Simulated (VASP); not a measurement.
# TiO2 (C2/c) in VASP: notebook

TiO2 is run at these levels: LDA; tasks: relaxation of cell and atoms, single point.

Program: VASP 6.6.1. These are calculated values, not measurements. Logs are shortened: lines on timing, memory, paths and dates and some standing lists are left out, and cuts for length are marked.

## (1) The cell of the first run

It takes space group C2/c (No. 15, monoclinic). Conventional cell: a = 5.412 Å, b = 5.413 Å, c = 5.472 Å, α = 90.00°, β = 118.77°, γ = 90.00°. Within 2.6 Å of Ti (site symmetry 2) lie 6 O at 1.93 to 2.00 Å. O (site symmetry 1) has 3 Ti at 1.93 to 2.00 Å and 2 O at 2.50 Å within 2.6 Å.

## (2) Relaxation of cell and atoms, LDA

Input file INCAR:

```
  ALGO = Normal
  EDIFF = 1E-6
  EDIFFG = -0.05
  ENCUT = 600
  IBRION = 2
  ISIF = 3
  ISMEAR = 0
  LASPH = True
  LCHARG = False
  LREAL = False
  LWAVE = False
  NELM = 80
  NSW = 100
  PREC = Accurate
  SIGMA = 0.1
```

Input file KPOINTS:

```
k-points
0
Gamma
  6 6 4
```

Input file POSCAR:

```
TiO2
1.0
    2.7060340000     -2.7066550000      0.0000000000
    2.7060340000      2.7066550000      0.0000000000
   -2.6335310000      0.0000000000      4.7966370000
Ti O
2 4
Direct
    0.1341100000      0.8658900000      0.2500000000
    0.8658900000      0.1341100000      0.7500000000
    0.3312210000      0.0887550000      0.6671490000
    0.6687790000      0.9112450000      0.3328510000
    0.9112450000      0.6687790000      0.8328510000
    0.0887550000      0.3312210000      0.1671490000
```

Potentials or basis: VASP PAW LDA potentials, release 64 (Ti_sv, O).

On the command line:

```console
$ cat potpaw_LDA.64/Ti_sv/POTCAR potpaw_LDA.64/O/POTCAR > POTCAR
$ mpirun -np 1 vasp_std > vasp.out
```

OUTCAR:

```text
EDIFF = 1E-6
   EDIFFG = -0.05
   ENCUT = 600
   IBRION = 2
   ISIF = 3
   ISMEAR = 0
   LASPH = True
   LREAL = False
   NELM = 80
   NSW = 100
   PREC = Accurate

 ion  position               nearest neighbor table
   1  0.134  0.866  0.250-   4 1.93   6 1.93   6 1.98   4 1.98   3 2.00   5 2.00
   2  0.866  0.134  0.750-   5 1.93   3 1.93   5 1.98   3 1.98   6 2.00   4 2.00
   3  0.331  0.089  0.667-   2 1.93   2 1.98   1 2.00
   4  0.669  0.911  0.333-   1 1.93   1 1.98   2 2.00
   5  0.911  0.669  0.833-   2 1.93   2 1.98   1 2.00
   6  0.089  0.331  0.167-   1 1.93   1 1.98   2 2.00

  LATTYP: Found a base centered monoclinic cell.
 ALAT       =     5.4120680000
 B/A-ratio  =     1.0002294871
 C/A-ratio  =     1.0110809974
 COS(beta)  =    -0.4812705001

  Lattice vectors:

 A1 = (   2.7060340000,  -2.7066550000,   0.0000000000)
 A2 = (   2.7060340000,   2.7066550000,   0.0000000000)
 A3 = (  -2.6335310000,   0.0000000000,   4.7966370000)

Analysis of symmetry for initial positions (statically):
=====================================================================
 Subroutine PRICEL returns:
 Original cell was already a primitive cell.

 Routine SETGRP: Setting up the symmetry group for a
 base centered monoclinic supercell.

 Subroutine GETGRP returns: Found  4 space group operations
 (whereof  2 operations were pure point group operations)
 out of a pool of  4 trial point group operations.

The static configuration has the point symmetry S_2 .
 The point group associated with its full space group is C_2h.

Analysis of symmetry for dynamics (positions and initial velocities):
=====================================================================
 Subroutine PRICEL returns:
 Original cell was already a primitive cell.

 Routine SETGRP: Setting up the symmetry group for a
 base centered monoclinic supercell.

 Subroutine GETGRP returns: Found  4 space group operations
 (whereof  2 operations were pure point group operations)
 out of a pool of  4 trial point group operations.

The dynamic configuration has the point symmetry S_2 .
 The point group associated with its full space group is C_2h.

 Subroutine INISYM returns: Found  4 space group operations
 (whereof  2 operations are pure point group operations),
 and found     1 'primitive' translations

----------------------------------------------------------------------------------------

                                     Primitive cell

  volume of cell :      70.2640

  direct lattice vectors                    reciprocal lattice vectors
     2.706034000 -2.706655000  0.000000000     0.184772253 -0.184729860  0.101446796
     2.706034000  2.706655000  0.000000000     0.184772253  0.184729860  0.101446796
    -2.633531000  0.000000000  4.796637000     0.000000000  0.000000000  0.208479399

  length of vectors
     3.827349122  3.827349122  5.472039111     0.280280858  0.280280858  0.208479399

  position of ions in fractional coordinates (direct lattice)
     0.134110000  0.865890000  0.250000000
     0.865890000  0.134110000  0.750000000
     0.331221000  0.088755000  0.667149000
     0.668779000  0.911245000  0.332851000
     0.911245000  0.668779000  0.832851000
     0.088755000  0.331221000  0.167149000

  ion indices of the primitive-cell ions
   primitive index   ion index
                 1           1
                 2           2
                 3           3
                 4           4
                 5           5
                 6           6

----------------------------------------------------------------------------------------

 KPOINTS: k-points

Automatic generation of k-mesh.
 Grid dimensions read from file:
 generate k-points for:    6    6    4

 Generating k-lattice:

  Cartesian coordinates                     Fractional coordinates (reciprocal lattice)
     0.030795376 -0.030788310  0.016907799     0.166666667  0.000000000  0.000000000
     0.030795376  0.030788310  0.016907799     0.000000000  0.166666667  0.000000000
     0.000000000  0.000000000  0.052119850     0.000000000  0.000000000  0.250000000

  Length of vectors
     0.046713476  0.046713476  0.052119850

  Shift w.r.t. Gamma in fractional coordinates (k-lattice)
     0.000000000  0.000000000  0.000000000

 Subroutine IBZKPT returns following result:
 ===========================================

 Found     47 irreducible k-points:

 Following reciprocal coordinates:
            Coordinates               Weight
  0.000000  0.000000  0.000000      1.000000
  0.166667  0.000000  0.000000      4.000000
  0.333333  0.000000  0.000000      4.000000
  0.500000  0.000000  0.000000      2.000000
  0.166667  0.166667  0.000000      2.000000
  0.333333  0.166667  0.000000      4.000000
[... 16 lines left out ...]
 -0.333333  0.166667  0.250000      4.000000
 -0.166667  0.166667  0.250000      4.000000
 [... further k-points ...]
   k-points           NKPTS =     47   k-points in BZ     NKDIM =     47   number of bands    NBANDS=     28
   number of dos      NEDOS =    301   number of ions     NIONS =      6
   total plane-waves  NPLWV =  49152
   dimension x,y,z NGX =    32 NGY =   32 NGZ =   48
   dimension x,y,z NGXF=    64 NGYF=   64 NGZF=   96
   ions per type =               2   4
   NGX,Y,Z   is equivalent  to a cutoff of  13.90, 13.90, 14.58 a.u.
   NGXF,Y,Z  is equivalent  to a cutoff of  27.80, 27.80, 29.17 a.u.
 SYSTEM =  unknown system
   PREC   = accura    normal or accurate (medium, high low for compatibility)
   ISTART =      0    job   : 0-new  1-cont  2-samecut
   ICHARG =      2    charge: 1-file 2-atom 10-const
   ISPIN  =      1    spin polarized calculation?
   LNONCOLLINEAR =      F non collinear calculations
   LSORBIT =      F    spin-orbit coupling
   LASPH  =      T    aspherical Exc in radial PAW
   ENCUT  =  600.0 eV  44.10 Ry    6.64 a.u.   7.64  7.64 10.93*2*pi/ulx,y,z
   NELM   =     80;   NELMIN=  2; NELMDL= -5     # of ELM steps
   EDIFF  = 0.1E-05   stopping-criterion for ELM
   LREAL  =      F    real-space projection
   EDIFFG = -.5E-01   stopping-criterion for IOM
   NSW    =    100    number of steps for IOM
   IBRION =      2    ionic relax: 0-MD 1-quasi-New 2-CG
   NFREE  =      1    steps in history (QN), initial steepest desc. (CG)
   ISIF   =      3    stress and relaxation
   ISYM   =      2    0-nonsym 1-usesym 2-fastsym
   POTIM  = 0.5000    time-step for ionic-motion
   TEBEG  =    0.0;   TEEND  =   0.0 temperature during run
   PSTRESS=    0.0 pullay stress
   NELECT =      48.0000    total number of electrons
   NUPDOWN=      -1.0000    fix difference up-down
   EMIN   =  10.00;   EMAX   =-10.00  energy-range for DOS
   EFERMI =   0.00;   METHOD = LEGACY
   ISMEAR =     0;   SIGMA  =   0.10  broadening in eV -4-tet -1-fermi 0-gaus
   EFERMI_NEDOS =   21; number of points for ismear=-14 and -15
   IALGO  =     38    algorithm
   IMIX   =      4    mixing-type and parameters
     AMIX     =   0.40;   BMIX     =  1.00
     AMIX_MAG =   1.60;   BMIX_MAG =  1.00
  volume/ion in A,a.u.               =      11.71        79.03
  Fermi-wavevector in a.u.,A,eV,Ry     =   1.441820  2.724644 28.284385  2.078844
  Thomas-Fermi vector in A             =   2.560409
   LORBIT       =      0    0 simple, 1 ext, 2 COOP (PROOUT), +10 PAW based schemes
   GGA     = CA    functional components
   LHFCALC =     F    Hartree Fock is set to
   AEXX    =    0.0000 exact exchange contribution
   IVDW    =     0    specifies the selected vdW correction
   LEPSILON=     F    determine dielectric tensor
   LRPA    =     F    only Hartree local field effects (RPA)
 conjugate gradient relaxation of ions
 non-spin polarized calculation
 Gauss-broadening in eV      SIGMA  =   0.10
  energy-cutoff  :      600.00
  volume of cell :       70.26
 maximum number of plane-waves:      2363
 NGX is ok and might be reduce to    32
   NGX = 15   NGY = 15   NGZ = 21

--------------------------------------- Ionic step        1  -------------------------------------------

 number of electron      48.0000002 magnetization

 Free energy of the ion-electron system (eV)
  ---------------------------------------------------
  ext. energy  EPLUGINS =         0.00000000
  ---------------------------------------------------
  free energy    TOTEN  =       -58.69276729 eV

  energy without entropy =      -58.69276729  energy(sigma->0) =      -58.69276729

------------------------ aborting loop because EDIFF is reached ----------------------------------------

  FORCE on cell =-STRESS in cart. coord.  units (eV):
  Direction    XX          YY          ZZ          XY          YZ          ZX
  --------------------------------------------------------------------------------------
  -------------------------------------------------------------------------------------
  Total       -5.3463752     -5.3616134     -5.2328648      0.0000000      0.0000000     -0.1837925
  in kB     -121.9093499   -122.2568148   -119.3210577      0.0000000      0.0000000     -4.1908814
  external PRESSURE =    -121.1624075 kB  Pullay stress =       0.0000000 kB
[... 305 lines left out ...]
  energy  without entropy=      -58.8552648996  energy(sigma->0) =      -58.85526490

--------------------------------------- Ionic step        9  -------------------------------------------

 number of electron      47.9999998 magnetization

 Free energy of the ion-electron system (eV)
  ---------------------------------------------------
  ext. energy  EPLUGINS =         0.00000000
  ---------------------------------------------------
  free energy    TOTEN  =       -58.85628413 eV

  energy without entropy =      -58.85628413  energy(sigma->0) =      -58.85628413

 E-fermi :   3.8366     XC(G=0): -11.4802

 val. band max:        3.3094814496   @ k =   0.5000   0.5000   0.0000
 cond. band min:       5.3980411437   @ k =   0.0000   0.0000   0.0000
 fundamental gap:      2.0885596941
 Fermi energy:         3.8365771582

 k-point     1 :       0.0000    0.0000    0.0000
  band No.  band energies     occupation
      1     -52.2190      2.00000
      2     -52.1460      2.00000
      3     -29.1408      2.00000
      4     -28.8660      2.00000
      5     -28.8658      2.00000
      6     -28.7836      2.00000
[... 733 lines left out ...]
     27       6.7506      0.00000
     28       7.0406      0.00000

 [... further k-points ...]
[... 5 lines left out ...]
  --------------------------------------------------------------------------------------
  -------------------------------------------------------------------------------------
  Total       -0.0416293     -0.0226473      0.0411501      0.0000000      0.0000000     -0.1699387
  in kB       -1.0055633     -0.5470499      0.9939885      0.0000000      0.0000000     -4.1048985
  external PRESSURE =      -0.1862082 kB  Pullay stress =       0.0000000 kB
[... 21 lines left out ...]
  FREE ENERGIE OF THE ION-ELECTRON SYSTEM (eV)
  ---------------------------------------------------
  free  energy   TOTEN  =       -58.8562841340 eV

  energy  without entropy=      -58.8562841340  energy(sigma->0) =      -58.85628413

 reached required accuracy - stopping structural energy minimisation
```

It took 13 min on 1 thread of Oxide Virtual Turin-like, shared host; peak memory 0.21 GiB.

What came out:

| Property | Result |
| --- | --- |
| Free energy | -58.8563 eV |
| Relaxed volume | 11.05 Å³/atom |
| Relaxed cell | a = 3.747 Å, b = 3.747 Å, c = 5.388 Å, α = 109.86°, β = 109.86°, γ = 89.98° |
| Space group after relaxing (to 0.05 Å) | C2/c (No. 15) |
| Energy gained by relaxing | 27.3 meV/atom |
| Ionic steps | 9 |
| Pressure after relaxing | 0.0 GPa |
| Largest force after relaxing | 0.022 eV/Å |
| Band gap on the k mesh | 2.09 eV, indirect (least direct gap 2.40 eV) |

Forces on the atoms (eV/Å):
```
Ti   0.000  0.009  0.000
Ti   0.000 -0.009  0.000
O    0.012 -0.018  0.004
O   -0.012  0.018 -0.004
O   -0.012 -0.018 -0.004
O    0.012  0.018  0.004
```

The path:
```csv
step,energy change (eV),largest force (eV/Å),pressure (GPa),volume (Å³)
1,0.0000,0.3156,-12.12,70.26
2,0.1539,0.8424,21.24,61.64
3,-0.1569,0.1333,-0.32,66.50
4,-0.1569,0.1348,-0.10,66.43
5,-0.1605,0.1074,0.02,66.27
6,-0.1605,0.1072,0.08,66.28
7,-0.1616,0.0747,0.04,66.29
8,-0.1625,0.0598,-0.01,66.32
9,-0.1635,0.0221,-0.02,66.33
```

Final structure:
```cif
data_structure
_symmetry_space_group_name_H-M 'P 1'
_symmetry_Int_Tables_number 1
_cell_length_a 3.7466
_cell_length_b 3.7466
_cell_length_c 5.3877
_cell_angle_alpha 109.864
_cell_angle_beta 109.864
_cell_angle_gamma 89.976
_cell_volume 66.33
loop_
_atom_site_label
_atom_site_type_symbol
_atom_site_fract_x
_atom_site_fract_y
_atom_site_fract_z
_atom_site_occupancy
Ti1 Ti 0.12853 0.87147 0.25000 1
Ti2 Ti 0.87147 0.12853 0.75000 1
O1 O 0.33114 0.08768 0.66638 1
O2 O 0.66886 0.91232 0.33362 1
O3 O 0.91232 0.66886 0.83362 1
O4 O 0.08768 0.33114 0.16638 1
```

Levels at points of the mesh, in eV from the valence-band top:
| k point | band 20 | band 21 | band 22 | band 23 | band 24 | band 25 | band 26 | band 27 | band 28 |
| --- | --- | --- | --- | --- | --- | --- | --- | --- | --- |
| (0.00, 0.00, 0.00) | -0.77 | -0.73 | -0.71 | -0.48 | -0.47 | 2.09 | 2.89 | 4.09 | 4.09 |
| (0.50, 0.00, 0.00) | -2.04 | -2.02 | -1.00 | -0.79 | -0.62 | 3.31 | 3.63 | 3.65 | 3.80 |
| (0.50, 0.50, 0.00) | -2.64 | -2.25 | -2.04 | 0.00 | 0.00 | 3.40 | 3.45 | 3.85 | 4.03 |
| (0.00, 0.00, 0.50) | -1.36 | -1.25 | -1.25 | -0.08 | -0.08 | 2.47 | 2.47 | 3.87 | 3.87 |
| (0.50, 0.00, 0.50) | -2.05 | -2.00 | -0.99 | -0.79 | -0.62 | 3.28 | 3.63 | 3.68 | 3.74 |
| (0.50, 0.50, 0.50) | -2.72 | -2.14 | -2.14 | -0.01 | -0.01 | 3.42 | 3.42 | 3.94 | 3.94 |

Caveat: the relaxation stopped at a loose force limit of 0.05 eV/Å, so its end isn't a converged minimum. A hybrid or GW would open this gap; LDA tends to underestimate it.

(Continued in part 2 of 2.)
